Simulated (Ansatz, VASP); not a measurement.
# One calculation of GaN, two programs

INCAR

```
SYSTEM = GaN
PREC     = Accurate       ! precision mode
ENCUT    = 520            ! plane-wave cutoff, eV
EDIFF    = 1E-6           ! SCF threshold, eV
ISMEAR   = -1             ! smearing method
SIGMA    = 0.02           ! smearing width, eV
LREAL    = .FALSE.        ! projectors in reciprocal space
LASPH    = .TRUE.         ! aspherical terms in the spheres
NELM     = 100            ! most SCF steps
ALGO     = Normal         ! electronic algorithm
ISIF     = 2              ! what is computed and relaxed
LWAVE    = .FALSE.        ! write WAVECAR
LCHARG   = .FALSE.        ! write CHGCAR
GGA      = PS             ! functional
NBANDS   = 16             ! bands
```

Contents of KPOINTS:

```
regular mesh
0
G
  13 13 13
  0 0 0
```

The input POSCAR:

```
GaN
1.0
    0.0398500000      2.0124250000      2.0124250000
    2.0124250000      0.0398500000      2.0124250000
    2.0124250000      2.0124250000      0.0398500000
Ga N
1 1
Direct
    0.5000000000      0.5000000000      0.5000000000
    0.0000000000      0.0000000000      0.0000000000
```

Input for Ansatz:

```yaml
crystal:
  lattice:
    - [0.03985, 2.012425, 2.012425]
    - [2.012425, 0.03985, 2.012425]
    - [2.012425, 2.012425, 0.03985]
  atoms:
    - { symbol: Ga, position: [0.5, 0.5, 0.5] }
    - { symbol: "N", position: [0.0, 0.0, 0.0] }
kpoints:
  mp_grid: { grid: [13, 13, 13] }
  band_path:
    path:
      - [0.0, 0.0, 0.0]
      - [0.5, 0.5, 0.5]
      - [0.2451701269, 0.5, 0.7548298731]
      - [-0.2451701269, 0.2451701269, 0.5]
      - [0.0, 0.0, 0.5]
      - [0.0, 0.0, 0.0]
      - [-0.3725850634, 0.0, 0.3725850634]
      - [0.0, 0.3725850634, 0.6274149366]
      - [0.0, 0.5, 0.5]
    npoints: 5
scf:
  occupations: { method: fermi_dirac, width: 0.02 }
hamiltonian:
  xc: pbesol
  pseudopotentials: { kind: all_electron, lapw: { basis_error: 0.001 } }
output:
  forces: true
  stress: true
  eigenvalues: true
```

Change from the starting cell: equal xy, yz and zx shear strains of +2 %.

Alike in both runs: task single point; functional PBEsol; k mesh 13 × 13 × 13; occupations fermi-dirac, width 0.02 eV; no spin polarisation.

```csv
,VASP,Ansatz
version,VASP 6.6.1,Ansatz 0.2.0
potentials or method,"VASP PAW PBE potentials, release 64 (Ga_d, N), cutoff 520 eV","all-electron LAPW, scalar-relativistic"
```

```tsv
	VASP	Ansatz	Ansatz less VASP
gap on the k mesh at the Fermi level (eV)	1.69	1.70	+0.012
pressure (GPa)	59.5	59.0	-0.56
traceless stress, the component that is largest in VASP (GPa)	-5.47	-5.47	-0.007
```

VASP's potentials were made for PBE, not for PBEsol. Both programs put the cell under a high pressure, so it lies far from rest at this level. Ansatz ran all-electron here, and VASP with PAW potentials.
